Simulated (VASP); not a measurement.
# Sn2PbO3 (P4/nmm) in VASP: a series of runs, part 2 of 2

VASP 6.6.1.

## Step 3: Single point, PBE

INCAR reads:

```
  PREC = Accurate
  ENCUT = 600
  EDIFF = 1E-6
  ISMEAR = 0
  SIGMA = 0.1
  LREAL = F
  LASPH = T
  NELM = 120
  ALGO = Normal
  ISIF = 2
  LWAVE = F
  LCHARG = F
  GGA = PE
  NBANDS = 72
  GGA_COMPAT = F
```

KPOINTS reads:

```
regular mesh
0
Gamma
  4 4 1
```

POSCAR reads:

```
Sn2PbO3
1.0
    3.9245761515      0.0000000000      0.0000000000
    0.0000000000      3.9245761515      0.0000000000
    0.0000000000      0.0000000000     15.8854023313
Sn Pb O
4 2 6
Direct
    0.5000000000      0.0000000000      0.5857125227
    0.0000000000      0.5000000000      0.7294613843
    0.0000000000      0.5000000000      0.4142874773
    0.5000000000      0.0000000000      0.2705386157
    0.5000000000      0.0000000000      0.9220086390
    0.0000000000      0.5000000000      0.0779913610
    0.5000000000      0.5000000000      0.6576150703
    1.0000000000      0.0000000000      0.6576150703
    0.5000000000      0.5000000000      0.0000000000
    0.0000000000      0.0000000000      0.0000000000
    1.0000000000      0.0000000000      0.3423849297
    0.5000000000      0.5000000000      0.3423849297
```

Potentials or basis: VASP PAW PBE potentials, release 64 (Sn_d, Pb_d, O).

Command:

```sh
$ cat potpaw_PBE.64/Sn_d/POTCAR potpaw_PBE.64/Pb_d/POTCAR potpaw_PBE.64/O/POTCAR > POTCAR
$ mpirun -np 1 vasp_std > vasp.out
```

OUTCAR:

```text
PREC = Accurate
   ENCUT = 600
   EDIFF = 1E-6
   ISMEAR = 0
   LREAL = F
   LASPH = T
   NELM = 120
   ISIF = 2
   GGA = PE

 ion  position               nearest neighbor table
   1  0.500  0.000  0.586-   7 2.27   8 2.27   7 2.27   8 2.27   2 3.59   2 3.59   2 3.59   2 3.59

   2  0.000  0.500  0.729-   7 2.27   8 2.27   8 2.27   7 2.27   1 3.59   1 3.59   1 3.59   1 3.59

   3  0.000  0.500  0.414-  11 2.27  12 2.27  11 2.27  12 2.27   4 3.59   4 3.59   4 3.59   4 3.59
[... 7 lines left out ...]
   7  0.500  0.500  0.658-   2 2.27   2 2.27   1 2.27   1 2.27
   8  0.000  0.000  0.658-   2 2.27   2 2.27   1 2.27   1 2.27
   9  0.500  0.500  0.000-   5 2.32   6 2.32   5 2.32   6 2.32
  10  0.000  0.000  0.000-   5 2.32   6 2.32   6 2.32   5 2.32
  11  0.000  0.000  0.342-   4 2.27   4 2.27   3 2.27   3 2.27
  12  0.500  0.500  0.342-   4 2.27   4 2.27   3 2.27   3 2.27

  LATTYP: Found a simple tetragonal cell.
 ALAT       =     3.9245761515
 C/A-ratio  =     4.0476733584

  Lattice vectors:

 A1 = (   3.9245761515,   0.0000000000,   0.0000000000)
 A2 = (   0.0000000000,   3.9245761515,   0.0000000000)
 A3 = (   0.0000000000,   0.0000000000,  15.8854023313)

Analysis of symmetry for initial positions (statically):
=====================================================================
 Subroutine PRICEL returns:
 Original cell was already a primitive cell.

 Routine SETGRP: Setting up the symmetry group for a
 simple tetragonal supercell.

 Subroutine GETGRP returns: Found 16 space group operations
 (whereof  8 operations were pure point group operations)
 out of a pool of 16 trial point group operations.

The static configuration has the point symmetry D_2d.
 The point group associated with its full space group is D_4h.

Analysis of symmetry for dynamics (positions and initial velocities):
=====================================================================
 Subroutine PRICEL returns:
 Original cell was already a primitive cell.

 Routine SETGRP: Setting up the symmetry group for a
 simple tetragonal supercell.

 Subroutine GETGRP returns: Found 16 space group operations
 (whereof  8 operations were pure point group operations)
 out of a pool of 16 trial point group operations.

The dynamic configuration has the point symmetry D_2d.
 The point group associated with its full space group is D_4h.

 Subroutine INISYM returns: Found 16 space group operations
 (whereof  8 operations are pure point group operations),
 and found     1 'primitive' translations

----------------------------------------------------------------------------------------

                                     Primitive cell

  volume of cell :     244.6717

  direct lattice vectors                    reciprocal lattice vectors
     3.924576152  0.000000000  0.000000000     0.254804586  0.000000000  0.000000000
     0.000000000  3.924576152  0.000000000     0.000000000  0.254804586  0.000000000
     0.000000000  0.000000000 15.885402331     0.000000000  0.000000000  0.062950876

  length of vectors
     3.924576152  3.924576152 15.885402331     0.254804586  0.254804586  0.062950876

[... 63 lines left out ...]
   k-points           NKPTS =      6   k-points in BZ     NKDIM =      6   number of bands    NBANDS=     72
   number of dos      NEDOS =    301   number of ions     NIONS =     12
   total plane-waves  NPLWV = 131072
   dimension x,y,z NGX =    32 NGY =   32 NGZ =  128
   dimension x,y,z NGXF=    64 NGYF=   64 NGZF=  256
   ions per type =               4   2   6
   NGX,Y,Z   is equivalent  to a cutoff of  13.56, 13.56, 13.40 a.u.
   NGXF,Y,Z  is equivalent  to a cutoff of  27.11, 27.11, 26.79 a.u.
 SYSTEM =  unknown system
   PREC   = accura    normal or accurate (medium, high low for compatibility)
   ISTART =      0    job   : 0-new  1-cont  2-samecut
   ICHARG =      2    charge: 1-file 2-atom 10-const
   ISPIN  =      1    spin polarized calculation?
   LNONCOLLINEAR =      F non collinear calculations
   LSORBIT =      F    spin-orbit coupling
   LASPH  =      T    aspherical Exc in radial PAW
   ENCUT  =  600.0 eV  44.10 Ry    6.64 a.u.   7.84  7.84 31.73*2*pi/ulx,y,z
   NELM   =    120;   NELMIN=  2; NELMDL= -5     # of ELM steps
   EDIFF  = 0.1E-05   stopping-criterion for ELM
   LREAL  =      F    real-space projection
   EDIFFG = 0.1E-04   stopping-criterion for IOM
   NSW    =      0    number of steps for IOM
   IBRION =     -1    ionic relax: 0-MD 1-quasi-New 2-CG
   NFREE  =      0    steps in history (QN), initial steepest desc. (CG)
   ISIF   =      2    stress and relaxation
   ISYM   =      2    0-nonsym 1-usesym 2-fastsym
   POTIM  = 0.5000    time-step for ionic-motion
   TEBEG  =    0.0;   TEEND  =   0.0 temperature during run
   PSTRESS=    0.0 pullay stress
   NELECT =     120.0000    total number of electrons
   NUPDOWN=      -1.0000    fix difference up-down
   EMIN   =  10.00;   EMAX   =-10.00  energy-range for DOS
   EFERMI =   0.00;   METHOD = LEGACY
   ISMEAR =     0;   SIGMA  =   0.10  broadening in eV -4-tet -1-fermi 0-gaus
   EFERMI_NEDOS =   21; number of points for ismear=-14 and -15
   IALGO  =     38    algorithm
   IMIX   =      4    mixing-type and parameters
     AMIX     =   0.40;   BMIX     =  1.00
     AMIX_MAG =   1.60;   BMIX_MAG =  1.00
  volume/ion in A,a.u.               =      20.39       137.59
  Fermi-wavevector in a.u.,A,eV,Ry     =   1.291043  2.439717 22.678078  1.666792
  Thomas-Fermi vector in A             =   2.422837
   LORBIT       =      0    0 simple, 1 ext, 2 COOP (PROOUT), +10 PAW based schemes
   GGA     = PE    functional components
   LHFCALC =     F    Hartree Fock is set to
   AEXX    =    0.0000 exact exchange contribution
   IVDW    =     0    specifies the selected vdW correction
   LEPSILON=     F    determine dielectric tensor
   LRPA    =     F    only Hartree local field effects (RPA)
 non-spin polarized calculation
 Gauss-broadening in eV      SIGMA  =   0.10
  energy-cutoff  :      600.00
  volume of cell :      244.67
 maximum number of plane-waves:      8200
 NGX is ok and might be reduce to    32
   NGX = 15   NGY = 15   NGZ = 63

 number of electron     119.9999936 magnetization

 Free energy of the ion-electron system (eV)
  ---------------------------------------------------
  ext. energy  EPLUGINS =         0.00000000
  ---------------------------------------------------
  free energy    TOTEN  =       -66.84178991 eV

  energy without entropy =      -66.84178991  energy(sigma->0) =      -66.84178991

 E-fermi :   5.6358     XC(G=0):  -9.4952

 val. band max:        5.1449692082   @ k =   0.0000   0.0000   0.0000
 cond. band min:       6.1067915790   @ k =   0.5000   0.5000   0.0000
 fundamental gap:      0.9618223709
 Fermi energy:         5.6357670312

 k-point     1 :       0.0000    0.0000    0.0000
  band No.  band energies     occupation
      1     -16.4372      2.00000
      2     -16.4324      2.00000
      3     -16.0995      2.00000
      4     -16.0979      2.00000
      5     -16.0979      2.00000
      6     -16.0951      2.00000
[... 439 lines left out ...]
     71      10.1241      0.00000
     72      10.1259      0.00000

------------------------ aborting loop because EDIFF is reached ----------------------------------------

  FORCE on cell =-STRESS in cart. coord.  units (eV):
  Direction    XX          YY          ZZ          XY          YZ          ZX
  --------------------------------------------------------------------------------------
  -------------------------------------------------------------------------------------
  Total        0.1746970      0.1746970      0.1821320      0.0000000      0.0000000     -0.0000000
  in kB        1.1439641      1.1439641      1.1926501      0.0000000      0.0000000     -0.0000000
  external PRESSURE =       1.1601928 kB  Pullay stress =       0.0000000 kB

 VOLUME and BASIS-vectors are now :
 -----------------------------------------------------------------------------
  energy-cutoff  :      600.00
  volume of cell :      244.67
      direct lattice vectors                 reciprocal lattice vectors
     3.924576152  0.000000000  0.000000000     0.254804586  0.000000000  0.000000000
     0.000000000  3.924576152  0.000000000     0.000000000  0.254804586  0.000000000
     0.000000000  0.000000000 15.885402331     0.000000000  0.000000000  0.062950876

 POSITION                                       TOTAL-FORCE (eV/Angst)
 -----------------------------------------------------------------------------------
      1.96229      0.00000      9.30428        -0.000000     -0.000000     -0.070174
      0.00000      1.96229     11.58779        -0.000000      0.000000      0.057280
      0.00000      1.96229      6.58112         0.000000     -0.000000      0.070174
      1.96229      0.00000      4.29761         0.000000     -0.000000     -0.057280
      1.96229      0.00000     14.64648        -0.000000     -0.000000     -0.026510
      0.00000      1.96229      1.23892        -0.000000     -0.000000      0.026510
      1.96229      1.96229     10.44648         0.000000     -0.000000      0.004919
      0.00000      0.00000     10.44648        -0.000000     -0.000000      0.004919
      1.96229      1.96229      0.00000        -0.000000      0.000000      0.000000
      0.00000      0.00000      0.00000        -0.000000     -0.000000      0.000000
      0.00000      0.00000      5.43892        -0.000000     -0.000000     -0.004919
      1.96229      1.96229      5.43892        -0.000000      0.000000     -0.004919
 -----------------------------------------------------------------------------------
    total drift:                                0.000000     -0.000000      0.000000

  FREE ENERGIE OF THE ION-ELECTRON SYSTEM (eV)
  ---------------------------------------------------
  free  energy   TOTEN  =       -66.8417899080 eV

  energy  without entropy=      -66.8417899080  energy(sigma->0) =      -66.84178991
```

It took 82 s on 1 thread of Intel Xeon 6975P-C (Granite Rapids), shared host; peak memory 0.39 GiB.

What came out:

| Property | Result |
| --- | --- |
| Free energy | -66.8418 eV |
| Pressure | 0.1 GPa |
| Largest force | 0.070 eV/Å |
| Band gap on the k mesh | 0.96 eV (least direct gap 1.62 eV) |

Forces on the atoms (eV/Å):
```
Sn   0.000  0.000 -0.070
Sn   0.000  0.000  0.057
Sn   0.000  0.000  0.070
Sn   0.000  0.000 -0.057
Pb   0.000  0.000 -0.027
Pb   0.000  0.000  0.027
O    0.000  0.000  0.005
O    0.000  0.000  0.005
O    0.000  0.000  0.000
O    0.000  0.000  0.000
O    0.000  0.000 -0.005
O    0.000  0.000 -0.005
```

Caveat: spin-orbit coupling is left out, which moves the levels of the heavy elements; an odd mesh through Γ misses points on the zone boundary, where band edges can lie.

## Step 4: Relaxation of cell and atoms, PBE

This run uses another cell than the first one, of 18.13 Å³/atom.

INCAR reads:

```
ALGO = Normal ; EDIFF = 1E-7
EDIFFG = -0.08 ; ENCUT = 600
GGA = PE ; GGA_COMPAT = False
IBRION = 2 ; ISIF = 3
ISMEAR = 0 ; LASPH = True
LCHARG = False ; LREAL = False
LWAVE = False ; NELM = 120
NELMIN = 4 ; NSW = 36
PREC = Accurate ; SIGMA = 0.15
```

KPOINTS reads:

```
k-points
0
Gamma
  3 3 1
```

POSCAR reads:

```
Sn2PbO3
1.0
    3.8600000000      0.0000000000      0.0000000000
    0.0000000000      3.8600000000      0.0000000000
    0.0000000000      0.0000000000     14.6000000000
Sn Pb O
4 2 6
Direct
    0.0000000000      0.5000000000      0.7460000000
    0.5000000000      0.0000000000      0.9210000000
    0.0000000000      0.5000000000      0.0790000000
    0.5000000000      0.0000000000      0.2540000000
    0.5000000000      0.0000000000      0.5880000000
    0.0000000000      0.5000000000      0.4120000000
    0.5000000000      0.5000000000      0.6667000000
    0.0000000000      0.0000000000      0.6667000000
    0.5000000000      0.5000000000      0.0000000000
    0.0000000000      0.0000000000      0.0000000000
    0.0000000000      0.0000000000      0.3333000000
    0.5000000000      0.5000000000      0.3333000000
```

Command:

```sh
$ cat potpaw_PBE.64/Sn_d/POTCAR potpaw_PBE.64/Pb_d/POTCAR potpaw_PBE.64/O/POTCAR > POTCAR
$ mpirun -np 1 vasp_std > vasp.out
```

It took 7.8 min on 1 thread of Intel Xeon 6975P-C (Granite Rapids), shared host; peak memory 0.39 GiB.

The run converged. Its results:

- Free energy: -66.8467 eV
- Relaxed volume: 19.82 Å³/atom
- Relaxed cell: a = 3.921 Å, b = 3.921 Å, c = 15.473 Å, α = 90.00°, β = 90.00°, γ = 90.00°
- Space group after relaxing (to 0.1 Å): P4/nmm (No. 129)
- Energy gained by relaxing: 28.8 meV/atom
- Ionic steps: 15
- Pressure after relaxing: 0.1 GPa
- Largest force after relaxing: 0.052 eV/Å
- Band gap on the k mesh: 1.46 eV

Forces on the atoms (eV/Å):
```
Sn   0.000  0.000  0.052
Sn   0.000  0.000  0.003
Sn   0.000  0.000 -0.003
Sn   0.000  0.000 -0.052
Pb   0.000  0.000  0.035
Pb   0.000  0.000 -0.035
O    0.000  0.000  0.031
O    0.000  0.000  0.031
O    0.000  0.000  0.000
O    0.000  0.000  0.000
O    0.000  0.000 -0.031
O    0.000  0.000 -0.031
```

Stress tensor (GPa, compression positive):
```
 0.17  0.00  0.00
 0.00  0.17  0.00
 0.00  0.00 -0.17
```

The path:
```
step  energy change (eV)  largest force (eV/Å)  pressure (GPa)  volume (Å³)
   1              0.0000                1.7442            5.42       217.53
   2             -0.0822                1.3423           -4.01       237.40
   3             -0.2819                0.4597           -0.18       227.86
   4             -0.2819                0.4477           -0.08       227.65
   5             -0.3009                0.1587            0.33       227.78
   6             -0.3017                0.1858            0.42       227.82
   7             -0.3091                0.1911            0.13       229.43
   8             -0.3141                0.2019           -0.33       232.14
   9             -0.3197                0.1067           -0.14       232.50
  10             -0.3255                0.1784            0.29       233.25
  11             -0.3318                0.1034            0.15       234.19
  12             -0.3402                0.1249           -0.25       237.03
  13             -0.3426                0.0960           -0.01       237.08
  14             -0.3433                0.1233            0.17       237.11
  15             -0.3455                0.0519            0.06       237.83
```

Final structure:
```
CELL_PARAMETERS angstrom
3.92054 0.00000 0.00000
0.00000 3.92054 0.00000
0.00000 0.00000 15.47275
ATOMIC_POSITIONS crystal
Sn 0.00000 0.50000 0.74686
Sn 0.50000 0.00000 0.92565
Sn 0.00000 0.50000 0.07435
Sn 0.50000 0.00000 0.25314
Pb 0.50000 0.00000 0.59257
Pb 0.00000 0.50000 0.40743
O 0.50000 0.50000 0.67314
O 0.00000 0.00000 0.67314
O 0.50000 0.50000 0.00000
O 0.00000 0.00000 0.00000
O 0.00000 0.00000 0.32686
O 0.50000 0.50000 0.32686
```

Levels at points of the mesh, in eV from the valence-band top:
```csv
k point,band 57,band 58,band 59,band 60,band 61,band 62,band 63,band 64
"(0.00, 0.00, 0.00)",-2.41,-1.19,-1.04,0.00,1.46,1.81,1.98,3.68
```

Caveat: the k points lie up to 0.53 Å⁻¹ apart in the final cell; spin-orbit coupling is left out, which moves the levels of the heavy elements; an odd mesh through Γ misses points on the zone boundary, where band edges can lie; the relaxation stopped at a loose force limit of 0.08 eV/Å, so its end isn't a converged minimum.

## Step 5: Single point, PBE

INCAR reads:

```
SYSTEM = Sn2PbO3
ALGO = Normal ; EDIFF = 1E-6
ENCUT = 600 ; GGA = PE
GGA_COMPAT = .False. ; ISIF = 2
ISMEAR = 0 ; KPAR = 4
LASPH = .True. ; LCHARG = .False.
LREAL = .False. ; LWAVE = .False.
NBANDS = 72 ; NELM = 120
PREC = Accurate ; SIGMA = 0.02
```

KPOINTS reads:

```
k-points
0
Gamma
  10 10 4
  0 0 0
```

POSCAR reads:

```
Sn2PbO3
1.0
    3.9244101613      0.0000000000      0.0000000000
    0.0000000000      3.9244101613      0.0000000000
    0.0000000000      0.0000000000     15.8743987178
Sn Pb O
4 2 6
Direct
    0.5000000000      0.0000000000      0.5874701704
    0.5000000000      0.0000000000      0.9279898222
    0.0000000000      0.5000000000      0.0720101778
    0.0000000000      0.5000000000      0.4125298296
    0.0000000000      0.5000000000      0.7374445150
    0.5000000000      0.0000000000      0.2625554850
    0.5000000000      0.5000000000      0.6589164021
    0.0000000000      0.0000000000      0.6589164021
    0.5000000000      0.5000000000      0.0000000000
    0.0000000000      0.0000000000      0.0000000000
    0.0000000000      0.0000000000      0.3410835979
    0.5000000000      0.5000000000      0.3410835979
```

Command:

```sh
$ cat potpaw_PBE.64/Sn_d/POTCAR potpaw_PBE.64/Pb_d/POTCAR potpaw_PBE.64/O/POTCAR > POTCAR
$ mpirun -np 4 vasp_std > vasp.out
```

It took 6.4 min on 4 MPI ranks of AMD EPYC 9R45 (Zen 5), shared host; peak memory 1.1 GiB.

The run converged. Its results:

```yaml
Free_energy: -66.8541 eV
Pressure: 0.1 GPa
Largest_force: 0.071 eV/Å
Band_gap_on_the_k_mesh: 0.68 eV (least direct gap 1.23 eV)
```

Forces on the atoms (eV/Å):
```
Sn   0.000  0.000 -0.066
Sn   0.000  0.000 -0.071
Sn   0.000  0.000  0.071
Sn   0.000  0.000  0.066
Pb   0.000  0.000  0.039
Pb   0.000  0.000 -0.039
O    0.000  0.000  0.012
O    0.000  0.000  0.012
O    0.000  0.000  0.000
O    0.000  0.000  0.000
O    0.000  0.000 -0.012
O    0.000  0.000 -0.012
```

Levels at points of the mesh, in eV from the valence-band top:
```csv
k point,band 58,band 59,band 60,band 61,band 62,band 63
"(0.00, 0.00, 0.00)",-1.52,-1.10,-0.07,1.16,1.29,2.09
"(0.50, 0.00, 0.00)",-1.95,-1.16,-1.16,1.89,1.89,2.38
"(0.50, 0.50, 0.00)",-1.45,-1.32,-1.32,0.68,0.68,1.87
"(0.00, 0.00, 0.50)",-1.83,-0.77,-0.15,1.15,1.27,2.08
"(0.50, 0.00, 0.50)",-2.02,-1.15,-1.15,1.88,1.88,2.39
"(0.50, 0.50, 0.50)",-1.45,-1.33,-1.33,0.82,0.82,1.31
```

Caveat: spin-orbit coupling is left out, which moves the levels of the heavy elements.

## Step 6: The runs side by side

```csv
task,cell,k mesh,smearing,gap on the mesh (eV),pressure (GPa),largest force (eV/Å)
single point,"a = 3.923, b = 3.923, c = 15.888 Å, 12 atoms, atomic positions A",4 × 4 × 1,gaussian 0.1 eV,0.89,0.1,0.07
single point,"a = 3.925, b = 3.925, c = 15.885 Å, 12 atoms, atomic positions B",4 × 4 × 1,gaussian 0.1 eV,0.96,0.1,0.07
relaxation of cell and atoms,"relaxed from a = 3.860, b = 3.860, c = 14.600 Å, 12 atoms, atomic positions C",3 × 3 × 1,gaussian 0.15 eV,1.46,0.1,0.05
single point,"a = 3.924, b = 3.924, c = 15.874 Å, 12 atoms, atomic positions D",10 × 10 × 4,gaussian 0.02 eV,0.68,0.1,0.07
```

Alike in all rows: level PBE; potentials or basis VASP PAW PBE potentials, release 64 (Sn_d, Pb_d, O); no spin polarisation; cutoff (eV) 600.

Caveats: some runs use coarse meshes; spin-orbit coupling is left out, which moves the levels of the heavy elements; an odd mesh through Γ misses points on the zone boundary, where band edges can lie (at least some runs); the relaxation stopped at a loose force limit of 0.08 eV/Å, so its end isn't a converged minimum (at least some runs).

Total energies depend on the potentials used, so only differences within one code and one set of settings carry meaning.
